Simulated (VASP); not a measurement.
A run of VASP 6.6.1:

Contents of POSCAR:

```
MgS
1.0
    0.0000000000      2.7948299470      2.7948299470
    2.7948299470      0.0000000000      2.7948299470
    2.7948299470      2.7948299470      0.0000000000
S Mg
1 1
Direct
    0.2500000000      0.2500000000      0.2500000000
    0.0000000000      0.0000000000      0.0000000000
```

Contents of INCAR.step1:

```
SYSTEM = MgS
ALGO     = Normal         ! electronic algorithm
EDIFF    = 1E-5           ! SCF threshold, eV
ENCUT    = 920            ! plane-wave cutoff, eV
GGA      = PE             ! functional
GGA_COMPAT= .FALSE.      
ISMEAR   = -1             ! smearing method
LASPH    = .TRUE.         ! aspherical terms in the spheres
LCHARG   = .FALSE.        ! write CHGCAR
LREAL    = .FALSE.        ! projectors in reciprocal space
LWAVE    = .TRUE.         ! write WAVECAR
NBANDS   = 15             ! bands
NELM     = 120            ! most SCF steps
PREC     = Accurate       ! precision mode
SIGMA    = 0.05           ! smearing width, eV
```

Contents of INCAR.step2:

```
SYSTEM = MgS
ALGO     = Normal         ! electronic algorithm
EDIFF    = 1E-6           ! SCF threshold, eV
ENCUT    = 920            ! plane-wave cutoff, eV
GGA_COMPAT= .FALSE.      
ISIF     = 2              ! what is computed and relaxed
ISMEAR   = -1             ! smearing method
ISTART   = 1            
LASPH    = .TRUE.         ! aspherical terms in the spheres
LCHARG   = .FALSE.        ! write CHGCAR
LMIXTAU  = .TRUE.       
LREAL    = .FALSE.        ! projectors in reciprocal space
LWAVE    = .FALSE.        ! write WAVECAR
METAGGA  = R2SCAN         ! meta-GGA
NBANDS   = 15             ! bands
NELM     = 120            ! most SCF steps
PREC     = Accurate       ! precision mode
SIGMA    = 0.05           ! smearing width, eV
```

The input KPOINTS:

```
k-points
0
G
  8 8 8
  0 0 0
```

Potentials or basis: VASP PAW PBE potentials, release 64 (S, Mg_sv).

Launch:

```bash
$ cat potpaw_PBE.64/S/POTCAR potpaw_PBE.64/Mg_sv/POTCAR > POTCAR
$ cp INCAR.step1 INCAR
$ mpirun -np 1 vasp_std > vasp.out
$ cp INCAR.step2 INCAR
$ mpirun -np 1 vasp_std > vasp.out
```

Hardware: 1 thread of Intel(R) Xeon(R) Platinum 8375C CPU @ 2.90GHz (Ice Lake), with other jobs on the host.

Q: Estimate the wall time of this run.

A: Wall time 110 s on 1 thread of Intel(R) Xeon(R) Platinum 8375C CPU @ 2.90GHz (Ice Lake), with other jobs on the host, peak memory 0.27 GiB. Counts: k points 29.
